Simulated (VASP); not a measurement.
# SiBr (P6_3mc) in VASP: notebook

Runs on SiBr. Level: PBE. Tasks: single point, relaxation of cell and atoms.

Program: VASP 6.6.1. These are calculated values, not measurements. Logs are shortened: lines on timing, memory, paths and dates and some standing lists are left out, and cuts for length are marked.

## Step 1: The cell of the first run

The structure is hexagonal, space group P6_3mc (No. 186). Conventional cell: a = 3.332 Å, b = 3.332 Å, c = 10.320 Å, α = 90.00°, β = 90.00°, γ = 120.00°. Within 3.6 Å of Si (site symmetry 3m) lie 4 Br at 2.72 to 3.24 Å and 6 Si at 3.33 Å. Within 3.6 Å of Br (site symmetry 3m) lie 4 Si at 2.72 to 3.24 Å and 6 Br at 3.33 Å.

## Step 2: Single point, PBE

Input file INCAR:

```
SYSTEM = SiBr
PREC = Accurate
ENCUT = 520
EDIFF = 1E-6
ISMEAR = 0
SIGMA = 0.1
LREAL = .FALSE.
LASPH = .TRUE.
NELM = 100
ALGO = Normal
ISIF = 2
LWAVE = .FALSE.
LCHARG = .FALSE.
GGA = PE
NBANDS = 19
```

Input file KPOINTS:

```
Automatic mesh
0
G
  15 15 6
  0 0 0
```

Input file POSCAR:

```
SiBr
1.0
    3.3321002750      0.0000000000      0.0000000000
   -1.6660501375      2.8856834862      0.0000000000
    0.0000000000      0.0000000000     10.3202095388
Si Br
2 2
Direct
    0.3333333333      0.6666666667      0.3433570137
    0.6666666667      0.3333333333      0.8433570137
    0.3333333333      0.6666666667      0.0297779163
    0.6666666667      0.3333333333      0.5297779163
```

Potentials or basis: VASP PAW PBE potentials, release 64 (Si, Br).

Started as:

```sh
> cat potpaw_PBE.64/Si/POTCAR potpaw_PBE.64/Br/POTCAR > POTCAR
> mpirun -np 1 vasp_std > vasp.out
```

OUTCAR:

```text
SYSTEM = SiBr
   PREC = Accurate
   ENCUT = 520
   EDIFF = 1E-6
   ISMEAR = 0
   LREAL = .FALSE.
   LASPH = .TRUE.
   NELM = 100
   ISIF = 2
   GGA = PE

 ion  position               nearest neighbor table
   1  0.333  0.667  0.343-   4 2.72   4 2.72   4 2.72
   2  0.667  0.333  0.843-   3 2.72   3 2.72   3 2.72
   3  0.333  0.667  0.030-   2 2.72   2 2.72   2 2.72
   4  0.667  0.333  0.530-   1 2.72   1 2.72   1 2.72

  LATTYP: Found a hexagonal cell.
 ALAT       =     3.3321002750
 C/A-ratio  =     3.0972085733

  Lattice vectors:

 A1 = (   3.3321002750,   0.0000000000,   0.0000000000)
 A2 = (  -1.6660501375,   2.8856834862,   0.0000000000)
 A3 = (   0.0000000000,   0.0000000000,  10.3202095388)

Analysis of symmetry for initial positions (statically):
=====================================================================
 Subroutine PRICEL returns:
 Original cell was already a primitive cell.

 Routine SETGRP: Setting up the symmetry group for a
 hexagonal supercell.

 Subroutine GETGRP returns: Found 12 space group operations
 (whereof  6 operations were pure point group operations)
 out of a pool of 24 trial point group operations.

The static configuration has the point symmetry C_3v.
 The point group associated with its full space group is C_6v.

Analysis of symmetry for dynamics (positions and initial velocities):
=====================================================================
 Subroutine PRICEL returns:
 Original cell was already a primitive cell.

 Routine SETGRP: Setting up the symmetry group for a
 hexagonal supercell.

 Subroutine GETGRP returns: Found 12 space group operations
 (whereof  6 operations were pure point group operations)
 out of a pool of 24 trial point group operations.

The dynamic configuration has the point symmetry C_3v.
 The point group associated with its full space group is C_6v.

 Subroutine INISYM returns: Found 12 space group operations
 (whereof  6 operations are pure point group operations),
 and found     1 'primitive' translations

----------------------------------------------------------------------------------------

                                     Primitive cell

  volume of cell :      99.2328

  direct lattice vectors                    reciprocal lattice vectors
     3.332100275  0.000000000  0.000000000     0.300111016  0.173269176  0.000000000
    -1.666050138  2.885683486  0.000000000     0.000000000  0.346538352  0.000000000
     0.000000000  0.000000000 10.320209539     0.000000000  0.000000000  0.096897257

  length of vectors
     3.332100275  3.332100275 10.320209539     0.346538352  0.346538352  0.096897257

  position of ions in fractional coordinates (direct lattice)
     0.333333333  0.666666667  0.343357014
     0.666666667  0.333333333  0.843357014
     0.333333333  0.666666667  0.029777916
     0.666666667  0.333333333  0.529777916

  ion indices of the primitive-cell ions
   primitive index   ion index
                 1           1
                 2           2
                 3           3
                 4           4

----------------------------------------------------------------------------------------

 KPOINTS: Automatic mesh

Automatic generation of k-mesh.
 Grid dimensions read from file:
 generate k-points for:   15   15    6

 Generating k-lattice:

  Cartesian coordinates                     Fractional coordinates (reciprocal lattice)
     0.020007401  0.011551278  0.000000000     0.066666667  0.000000000  0.000000000
     0.000000000  0.023102557  0.000000000     0.000000000  0.066666667  0.000000000
     0.000000000  0.000000000  0.016149543     0.000000000  0.000000000  0.166666667

  Length of vectors
     0.023102557  0.023102557  0.016149543

  Shift w.r.t. Gamma in fractional coordinates (k-lattice)
     0.000000000  0.000000000  0.000000000

 Subroutine IBZKPT returns following result:
 ===========================================

 Found    108 irreducible k-points:

 Following reciprocal coordinates:
            Coordinates               Weight
  0.000000  0.000000  0.000000      1.000000
  0.066667  0.000000  0.000000      6.000000
  0.133333  0.000000  0.000000      6.000000
  0.200000  0.000000  0.000000      6.000000
  0.266667  0.000000  0.000000      6.000000
  0.333333  0.000000  0.000000      6.000000
[... 16 lines left out ...]
  0.333333  0.200000  0.000000     12.000000
  0.400000  0.200000  0.000000      6.000000
 [... further k-points ...]
   k-points           NKPTS =    108   k-points in BZ     NKDIM =    108   number of bands    NBANDS=     19
   number of dos      NEDOS =    301   number of ions     NIONS =      4
   total plane-waves  NPLWV =  62720
   dimension x,y,z NGX =    28 NGY =   28 NGZ =   80
   dimension x,y,z NGXF=    56 NGYF=   56 NGZF=  160
   ions per type =               2   2
   NGX,Y,Z   is equivalent  to a cutoff of  13.97, 13.97, 12.89 a.u.
   NGXF,Y,Z  is equivalent  to a cutoff of  27.94, 27.94, 25.77 a.u.
 SYSTEM =  SiBr
   PREC   = accura    normal or accurate (medium, high low for compatibility)
   ISTART =      0    job   : 0-new  1-cont  2-samecut
   ICHARG =      2    charge: 1-file 2-atom 10-const
   ISPIN  =      1    spin polarized calculation?
   LNONCOLLINEAR =      F non collinear calculations
   LSORBIT =      F    spin-orbit coupling
   LASPH  =      T    aspherical Exc in radial PAW
   ENCUT  =  520.0 eV  38.22 Ry    6.18 a.u.   6.20  6.20 19.19*2*pi/ulx,y,z
   NELM   =    100;   NELMIN=  2; NELMDL= -5     # of ELM steps
   EDIFF  = 0.1E-05   stopping-criterion for ELM
   LREAL  =      F    real-space projection
   EDIFFG = 0.1E-04   stopping-criterion for IOM
   NSW    =      0    number of steps for IOM
   IBRION =     -1    ionic relax: 0-MD 1-quasi-New 2-CG
   NFREE  =      0    steps in history (QN), initial steepest desc. (CG)
   ISIF   =      2    stress and relaxation
   ISYM   =      2    0-nonsym 1-usesym 2-fastsym
   POTIM  = 0.5000    time-step for ionic-motion
   TEBEG  =    0.0;   TEEND  =   0.0 temperature during run
   PSTRESS=    0.0 pullay stress
   NELECT =      22.0000    total number of electrons
   NUPDOWN=      -1.0000    fix difference up-down
   EMIN   =  10.00;   EMAX   =-10.00  energy-range for DOS
   EFERMI =   0.00;   METHOD = LEGACY
   ISMEAR =     0;   SIGMA  =   0.10  broadening in eV -4-tet -1-fermi 0-gaus
   EFERMI_NEDOS =   21; number of points for ismear=-14 and -15
   IALGO  =     38    algorithm
   IMIX   =      4    mixing-type and parameters
     AMIX     =   0.40;   BMIX     =  1.00
     AMIX_MAG =   1.60;   BMIX_MAG =  1.00
  volume/ion in A,a.u.               =      24.81       167.41
  Fermi-wavevector in a.u.,A,eV,Ry     =   0.990826  1.872389 13.357326  0.981736
  Thomas-Fermi vector in A             =   2.122524
   LORBIT       =      0    0 simple, 1 ext, 2 COOP (PROOUT), +10 PAW based schemes
   GGA     = PE    functional components
   LHFCALC =     F    Hartree Fock is set to
   AEXX    =    0.0000 exact exchange contribution
   IVDW    =     0    specifies the selected vdW correction
   LEPSILON=     F    determine dielectric tensor
   LRPA    =     F    only Hartree local field effects (RPA)
 non-spin polarized calculation
 Gauss-broadening in eV      SIGMA  =   0.10
  energy-cutoff  :      520.00
  volume of cell :       99.23
 maximum number of plane-waves:      2700
 NGX is ok and might be reduce to    28
   NGX = 13   NGY = 13   NGZ = 39

 number of electron      21.9999999 magnetization

 Free energy of the ion-electron system (eV)
  ---------------------------------------------------
  ext. energy  EPLUGINS =         0.00000000
  ---------------------------------------------------
  free energy    TOTEN  =       -12.12480085 eV

  energy without entropy =      -12.11572534  energy(sigma->0) =      -12.12026309

 E-fermi :   4.1386     XC(G=0):  -9.1276

 val. band max:        4.1068290838   @ k =   0.2667   0.1333   0.3333
 cond. band min:       4.1497049066   @ k =   0.3333   0.0667   0.3333
 fundamental gap:      0.0428758228
 Fermi energy:         4.1386002580

 k-point     1 :       0.0000    0.0000    0.0000
  band No.  band energies     occupation
      1     -12.6365      2.00000
      2     -12.5785      2.00000
      3      -5.2309      2.00000
      4      -4.2876      2.00000
      5      -0.9089      2.00000
      6       1.9095      2.00000
[... 11 lines left out ...]
     18      11.2315      0.00000
     19      13.1449      0.00000

 k-point     2 :       0.0667    0.0000    0.0000
  band No.  band energies     occupation
      1     -12.5935      2.00000
      2     -12.5362      2.00000
      3      -5.1697      2.00000
      4      -4.2343      2.00000
      5      -0.8605      2.00000
      6       1.9328      2.00000
[... 11 lines left out ...]
     18      11.3334      0.00000
     19      12.6620      0.00000

 k-point     3 :       0.1333    0.0000    0.0000
  band No.  band energies     occupation
      1     -12.4681      2.00000
      2     -12.4132      2.00000
      3      -4.9894      2.00000
      4      -4.0803      2.00000
      5      -0.7231      2.00000
      6       1.3580      2.00000
[... 11 lines left out ...]
     18      11.6211      0.00000
     19      12.1523      0.00000

 k-point     4 :       0.2000    0.0000    0.0000
  band No.  band energies     occupation
      1     -12.2723      2.00000
      2     -12.2216      2.00000
      3      -4.7018      2.00000
      4      -3.8472      2.00000
      5      -0.5332      2.00000
      6       0.3557      2.00000
[... 11 lines left out ...]
     18      11.1683      0.00000
     19      11.6467      0.00000

 k-point     5 :       0.2667    0.0000    0.0000
  band No.  band energies     occupation
      1     -12.0282      2.00000
      2     -11.9836      2.00000
      3      -4.3349      2.00000
      4      -3.5873      2.00000
      5      -0.5880      2.00000
      6      -0.4945      2.00000
[... 11 lines left out ...]
     18      10.3918      0.00000
     19      11.0906      0.00000

 k-point     6 :       0.3333    0.0000    0.0000
  band No.  band energies     occupation
      1     -11.7706      2.00000
      2     -11.7341      2.00000
      3      -3.9558      2.00000
      4      -3.4078      2.00000
      5      -1.3127      2.00000
      6      -0.8482      2.00000
[... 11 lines left out ...]
     18       9.9483      0.00000
     19      10.6453      0.00000

 k-point     7 :       0.4000    0.0000    0.0000
  band No.  band energies     occupation
      1     -11.5479      2.00000
      2     -11.5211      2.00000
      3      -3.7012      2.00000
      4      -3.4068      2.00000
      5      -1.6599      2.00000
      6      -0.9596      2.00000
[... 11 lines left out ...]
     18       9.8809      0.00000
     19      10.4094      0.00000

 k-point     8 :       0.4667   -0.0000    0.0000
  band No.  band energies     occupation
      1     -11.4155      2.00000
      2     -11.3971      2.00000
      3      -3.6487      2.00000
      4      -3.4834      2.00000
      5      -1.6221      2.00000
      6      -0.9023      2.00000
[... 256 lines left out ...]
 k-point    20 :       0.4000    0.1333    0.0000
  band No.  band energies     occupation
      1     -11.3598      2.00000
      2     -11.3439      2.00000
      3      -3.4935      2.00000
      4      -3.3433      2.00000
      5      -1.4745      2.00000
      6      -0.8079      2.00000
[... 11 lines left out ...]
     18      10.6322      0.00000
     19      10.8481      0.00000

 k-point    21 :       0.2000    0.2000    0.0000
  band No.  band energies     occupation
      1     -11.7100      2.00000
      2     -11.6751      2.00000
      3      -3.8427      2.00000
      4      -3.3063      2.00000
      5      -1.0335      2.00000
      6      -0.6093      2.00000
[... 11 lines left out ...]
     18      11.1822      0.00000
     19      11.8487      0.00000

 k-point    22 :       0.2667    0.2000    0.0000
  band No.  band energies     occupation
      1     -11.5004      2.00000
      2     -11.4743      2.00000
      3      -3.5375      2.00000
      4      -3.2109      2.00000
      5      -1.2606      2.00000
      6      -0.6592      2.00000
[... 11 lines left out ...]
     18      11.0772      0.00000
     19      11.6213      0.00000

 k-point    23 :       0.3333    0.2000    0.0000
  band No.  band energies     occupation
      1     -11.3467      2.00000
      2     -11.3301      2.00000
      3      -3.3580      2.00000
      4      -3.1944      2.00000
      5      -1.3157      2.00000
      6      -0.7096      2.00000
[... 11 lines left out ...]
     18      11.2951      0.00000
     19      11.5378      0.00000

 k-point    24 :       0.4000    0.2000    0.0000
  band No.  band energies     occupation
      1     -11.2891      2.00000
      2     -11.2779      2.00000
      3      -3.3121      2.00000
      4      -3.1967      2.00000
      5      -1.3061      2.00000
      6      -0.7604      2.00000
[... 11 lines left out ...]
     18      11.2714      0.00000
     19      11.6430      0.00000

 [... further k-points ...]

------------------------ aborting loop because EDIFF is reached ----------------------------------------

  FORCE on cell =-STRESS in cart. coord.  units (eV):
  Direction    XX          YY          ZZ          XY          YZ          ZX
  --------------------------------------------------------------------------------------
  -------------------------------------------------------------------------------------
  Total        0.0007001      0.0007001      0.0182838      0.0000000      0.0000000      0.0000000
  in kB        0.0113038      0.0113038      0.2952037      0.0000000      0.0000000      0.0000000
  external PRESSURE =       0.1059371 kB  Pullay stress =       0.0000000 kB

 VOLUME and BASIS-vectors are now :
 -----------------------------------------------------------------------------
  energy-cutoff  :      520.00
  volume of cell :       99.23
      direct lattice vectors                 reciprocal lattice vectors
     3.332100275  0.000000000  0.000000000     0.300111016  0.173269176  0.000000000
    -1.666050138  2.885683486  0.000000000     0.000000000  0.346538352  0.000000000
     0.000000000  0.000000000 10.320209539     0.000000000  0.000000000  0.096897257

 POSITION                                       TOTAL-FORCE (eV/Angst)
 -----------------------------------------------------------------------------------
     -0.00000      1.92379      3.54352        -0.000000      0.000000     -0.001244
      1.66605      0.96189      8.70362        -0.000000     -0.000000     -0.001244
     -0.00000      1.92379      0.30731        -0.000000      0.000000      0.001244
      1.66605      0.96189      5.46742         0.000000     -0.000000      0.001244
 -----------------------------------------------------------------------------------
    total drift:                                0.000000      0.000000     -0.000319

  FREE ENERGIE OF THE ION-ELECTRON SYSTEM (eV)
  ---------------------------------------------------
  free  energy   TOTEN  =       -12.1248008471 eV

  energy  without entropy=      -12.1157253409  energy(sigma->0) =      -12.12026309
```

It took 68 s on 1 thread of Intel Xeon 6975P-C (Granite Rapids), shared host; peak memory 0.34 GiB.

Results:

```yaml
Free_energy: -12.1248 eV
Pressure: 0.0 GPa
Band_gap_on_the_k_mesh: zero (band 11 reaches 6.56 eV, above the bottom of band 12 at 3.44 eV)
```

Levels at points of the mesh, in eV from the Fermi level:
```csv
k point,band 8,band 9,band 10,band 11,band 12,band 13,band 14,band 15
"(0.00, 0.00, 0.00)",-1.47,-1.44,-1.44,0.66,3.20,4.32,4.32,4.53
"(0.00, 0.00, 0.50)",-1.45,-1.45,-1.45,2.23,2.23,4.42,4.42,4.42
```

## Step 3: Relaxation of cell and atoms, PBE

This run uses another cell than the first one, of 24.66 Å³/atom, 0.994 times its volume.

Input file INCAR:

```
SYSTEM = SiBr
  PREC = Accurate
  ENCUT = 600
  EDIFF = 1E-6
  ISMEAR = 0
  SIGMA = 0.1
  LREAL = .False.
  LASPH = .True.
  NELM = 100
  ALGO = Normal
  ISIF = 3
  LWAVE = .False.
  LCHARG = .False.
  GGA = PE
  IBRION = 2
  NSW = 100
  EDIFFG = -0.01
```

Input file KPOINTS:

```
Automatic mesh
0
Gamma
  15 15 6
  0 0 0
```

Input file POSCAR:

```
SiBr
1.0
    3.3391719273      0.0000000000      0.0000000000
   -1.6695859636      2.8918077166      0.0000000000
    0.0000000000      0.0000000000     10.2171590027
Si Br
2 2
Direct
    0.3333333333      0.6666666667      0.3426240748
    0.6666666667      0.3333333333      0.8426240748
    0.3333333333      0.6666666667      0.0305108552
    0.6666666667      0.3333333333      0.5305108552
```

Potentials or basis: VASP PAW PBE potentials, release 64 (Si, Br).

Started as:

```sh
> cat potpaw_PBE.64/Si/POTCAR potpaw_PBE.64/Br/POTCAR > POTCAR
> mpirun -np 1 vasp_std > vasp.out
```

Run time: 3.4 min. Hardware: 1 thread of Intel Xeon 6975P-C (Granite Rapids), shared host; peak memory 0.38 GiB.

The run converged. Its results:

- Free energy: -12.1246 eV
- Relaxed volume: 24.68 Å³/atom
- Relaxed cell: a = 3.332 Å, b = 3.332 Å, c = 10.265 Å, α = 90.00°, β = 90.00°, γ = 120.00°
- Space group after relaxing (to 0.05 Å): P6_3mc (No. 186)
- Energy gained by relaxing: 0.2 meV/atom
- Ionic steps: 6
- Pressure after relaxing: 0.0 GPa
- Largest force after relaxing: 0.010 eV/Å
- Band gap on the k mesh: zero (band 11 reaches 6.63 eV, above the bottom of band 12 at 3.48 eV)

Forces in eV/Å, atoms in the order of the input:
```
Si   0.000  0.000  0.010
Si   0.000  0.000  0.010
Br   0.000  0.000 -0.010
Br   0.000  0.000 -0.010
```

The path:
```csv
step,energy change (eV),largest force (eV/Å),pressure (GPa),volume (Å³)
1,0.0000,0.0365,0.11,98.66
2,-0.0006,0.0154,-0.07,98.90
3,-0.0006,0.0124,-0.06,98.88
4,-0.0007,0.0114,-0.01,98.78
5,-0.0007,0.0103,0.04,98.67
6,-0.0008,0.0095,0.04,98.72
```

Final structure:
```xyz
4
Lattice="3.3324 0.0000 0.0000 -1.6662 2.8859 0.0000 0.0000 0.0000 10.2651" Properties=species:S:1:pos:R:3 pbc="T T T"
Si    0.0000    1.9239    3.5171
Si    1.6662    0.9620    8.6497
Br    0.0000    1.9239    0.3131
Br    1.6662    0.9620    5.4457
```

Levels at points of the mesh, in eV from the Fermi level:
```tsv
k point	band 7	band 8	band 9	band 10	band 11	band 12	band 13	band 14	band 15
(0.00, 0.00, 0.00)	-1.45	-1.45	-1.41	-1.41	0.66	3.25	4.32	4.32	4.54
(0.00, 0.00, 0.50)	-1.43	-1.43	-1.43	-1.43	2.27	2.27	4.43	4.43	4.43
```

## Step 4: Single point, PBE

This run uses another cell than the first one, of 24.66 Å³/atom, 0.994 times its volume.

Input file INCAR:

```
SYSTEM = SiBr
PREC = Accurate
ENCUT = 520
EDIFF = 1E-6
ISMEAR = 0
SIGMA = 0.1
LREAL = .False.
LASPH = .True.
NELM = 100
ALGO = Normal
ISIF = 2
LWAVE = .False.
LCHARG = .False.
GGA = PE
NBANDS = 19
```

Input file KPOINTS:

```
Automatic mesh
0
Gamma
  6 6 4
  0 0 0
```

POSCAR is that of step 3.

Started as:

```sh
> cat potpaw_PBE.64/Si/POTCAR potpaw_PBE.64/Br/POTCAR > POTCAR
> mpirun -np 1 vasp_std > vasp.out
```

Run time: 17 s. Hardware: 1 thread of Intel Xeon 6975P-C (Granite Rapids), shared host; peak memory 0.23 GiB.

Results (log left out):

```yaml
Free_energy: -12.1427 eV
Pressure: 0.1 GPa
Largest_force: 0.011 eV/Å
Band_gap_on_the_k_mesh: zero (band 11 reaches 6.46 eV, above the bottom of band 12 at 3.51 eV)
```

Forces in eV/Å, atoms in the order of the input:
```
Si   0.000  0.000 -0.011
Si   0.000  0.000 -0.011
Br   0.000  0.000  0.011
Br   0.000  0.000  0.011
```

Levels at points of the mesh, in eV from the Fermi level:
```csv
k point,band 9,band 10,band 11,band 12,band 13,band 14
"(0.00, 0.00, 0.00)",-1.45,-1.45,0.70,3.25,4.31,4.31
"(0.50, 0.00, 0.00)",-2.79,-2.70,-1.23,-0.40,2.03,2.51
"(0.00, 0.00, 0.50)",-1.47,-1.47,2.30,2.30,4.42,4.42
"(0.50, 0.00, 0.50)",-2.75,-2.75,-0.50,-0.50,1.95,1.95
```

Caveat: the k points lie up to 0.36 Å⁻¹ apart.

## Step 5: Summary

```tsv
task	cell	k mesh	cutoff (eV)	gap on the mesh (eV)	pressure (GPa)	largest force (eV/Å)
single point	a = 3.332, b = 3.332, c = 10.320 Å, angles 90.0, 90.0, 120.0°, 4 atoms	15 × 15 × 6	520	none	0.0	-
relaxation of cell and atoms	relaxed from a = 3.339, b = 3.339, c = 10.217 Å, angles 90.0, 90.0, 120.0°, 4 atoms	15 × 15 × 6	600	none	0.0	0.01
single point	a = 3.339, b = 3.339, c = 10.217 Å, angles 90.0, 90.0, 120.0°, 4 atoms	6 × 6 × 4	520	none	0.1	0.01
```

Alike in all rows: level PBE; potentials or basis VASP PAW PBE potentials, release 64 (Si, Br); no spin polarisation; smearing gaussian 0.1 eV.

Caveats: some runs use coarse meshes.

Absolute energies hang on the potentials; compare differences alone.
